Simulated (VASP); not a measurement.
A run of VASP 6.6.1 is set up as follows.

INCAR

```
SYSTEM = V
PREC = Accurate
ENCUT = 500
EDIFF = 1E-6
ISMEAR = 0
SIGMA = 0.1
LREAL = .False.
LASPH = .True.
NELM = 200
ALGO = Normal
ISIF = 2
LWAVE = .False.
LCHARG = .False.
ISPIN = 2
MAGMOM = 2
LORBIT = 11
LMAXMIX = 4
GGA = PS
NBANDS = 16
GGA_COMPAT = .False.
```

Contents of KPOINTS:

```
regular mesh
0
Gamma
  6 6 6
  0 0 0
```

Contents of POSCAR:

```
V
1.0
    0.0000000000      2.3526197355      2.3526197355
    2.3526197355      0.0000000000      2.3526197355
    2.3526197355      2.3526197355      0.0000000000
V
1
Direct
    0.0000000000      0.0000000000      0.0000000000
```

Potentials or basis: VASP PAW PBE potentials, release 64 (V_sv).

Command:

```sh
$ cat potpaw_PBE.64/V_sv/POTCAR > POTCAR
$ mpirun -np 1 vasp_std > vasp.out
```

(1) Estimate the net moment.

(2) Predict the site moments.

(3) Predict the pressure.

Answers

(1) 3.16 μB per cell.

(2) V +2.55 μB.

(3) -18.8 GPa.

Caveat: the k points lie up to 0.39 Å⁻¹ apart; the PAW data sets were made with another functional, which shifts forces and pressure a little.
